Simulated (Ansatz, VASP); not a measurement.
**Cr in VASP and in Ansatz**

```xyz
1
Lattice="2.3387 0.0000 0.0000 0.0000 2.3387 0.0000 0.0000 0.0000 2.3387" Properties=species:S:1:pos:R:3 pbc="T T T"
Cr    0.0000    0.0000    0.0000
```

Alike in both runs: functional PBE; k mesh 13 × 13 × 13; occupations fermi-dirac, width 0.1 eV; no spin polarisation.

Ansatz relaxed the structure, and its values are those at the end. VASP's run is a single point on that final structure, the one shown.

|  | VASP | Ansatz |
| --- | --- | --- |
| version | VASP 6.6.1 | Ansatz 0.2.0 |
| potentials or method | VASP PAW PBE potentials, release 64 (Cr_pv), cutoff 520 eV | plane waves (420 eV) with PAW, scalar-relativistic |
| valence electrons in the cell | 12 | 14 |

Ansatz gave:

```
pressure (GPa) : 0.0
```

What did VASP give for the same quantities?

Pressure (GPa): -0.2.

The functional is the same, so the differences come from potentials, cutoffs and numerics. VASP's potentials hold 12 valence electrons a cell and Ansatz's 14, so a difference there can come from the potentials and not from the codes.
